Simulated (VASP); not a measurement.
NaCl, 2 atoms in the cell. It takes space group P4/mmm (No. 123, tetragonal). Conventional cell: a = 3.836 Å, b = 3.836 Å, c = 5.863 Å, α = 90.00°, β = 90.00°, γ = 90.00°. Na (site symmetry 4/mmm) has 4 Cl at 2.71 Å within 3.6 Å. Within 3.6 Å of Cl (site symmetry 4/mmm) lie 4 Na at 2.71 Å. The cell was generated, and may not be a known phase.

| Item | Value |
| --- | --- |
| Program | VASP 6.6.1 |
| Task | single point |
| Functional | PBE |
| Potentials or basis | VASP PAW PBE potentials, release 64 (Na_pv, Cl) |
| Cutoff | 520 eV |
| k mesh | 4 × 4 × 4 |
| Occupations | gaussian, width 0.1 eV |
| Spin | no spin polarisation |
| Dipole correction | no |
| Further INCAR settings | ALGO = Normal; EDIFF = 1e-06; NBANDS = 14 |

Potentials or basis: VASP PAW PBE potentials, release 64 (Na_pv, Cl).

Launch:

```sh
$ cat potpaw_PBE.64/Na_pv/POTCAR potpaw_PBE.64/Cl/POTCAR > POTCAR
$ mpirun -np 1 vasp_std > vasp.out
```

Hardware: 1 thread of Intel Xeon 8259CL, on a shared host.

Estimate the wall time of this run.

Wall time 31 s on 1 thread of Intel Xeon 8259CL, with other jobs on the host, peak memory 0.19 GiB. Counts: scf iterations 13, k points 18.
